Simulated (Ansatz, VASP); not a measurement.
W in VASP and in Ansatz

INCAR

```
ALGO = Normal
EDIFF = 1E-6
ENCUT = 520
GGA = PE
ISIF = 2
ISMEAR = 0
LASPH = T
LCHARG = F
LREAL = F
LWAVE = F
NBANDS = 13
NELM = 100
PREC = Accurate
SIGMA = 0.1
```

Contents of KPOINTS:

```
k-points
0
Gamma
  18 18 18
```

Contents of POSCAR:

```
W
1.0
   -1.5756980306      1.5756980306      1.5756980306
    1.5756980306     -1.5756980306      1.5756980306
    1.5756980306      1.5756980306     -1.5756980306
W
1
Direct
    0.0000000000      0.0000000000      0.0000000000
```

Input for Ansatz:

```yaml
crystal:
  lattice:
    - [-1.5756980308, 1.5756980308, 1.5756980308]
    - [1.5756980308, -1.5756980308, 1.5756980308]
    - [1.5756980308, 1.5756980308, -1.5756980308]
  atoms:
    - { symbol: W, position: [0.0, 0.0, 0.0] }
basis:
  ecutwfc: 420
kpoints:
  mp_grid: { grid: [18, 18, 18] }
hamiltonian:
  xc: pbe
scf:
  occupations: { method: gaussian, width: 0.1 }
output:
  forces: true
  stress: true
  eigenvalues: true
```

Alike in both runs: task single point; functional PBE; k mesh 18 × 18 × 18; occupations gaussian, width 0.1 eV; no spin polarisation.

|  | VASP | Ansatz |
| --- | --- | --- |
| version | VASP 6.6.1 | Ansatz 0.2.0 |
| potentials or method | VASP PAW PBE potentials, release 64 (W_sv), cutoff 520 eV | scalar-relativistic, plane waves, PAW |
| valence electrons in the cell | 14 | 14 |

Ansatz gave:

```
gap on the k mesh at the Fermi level (eV) : none
pressure (GPa)                            : 9.9
```

**Question.** What did VASP give for the same quantities?

**Answer.** gap on the k mesh at the Fermi level (eV): none; pressure (GPa): 10.5.

A gap of «none» marks a metal or a gap that the smearing closes.

Spin-orbit coupling is off throughout.
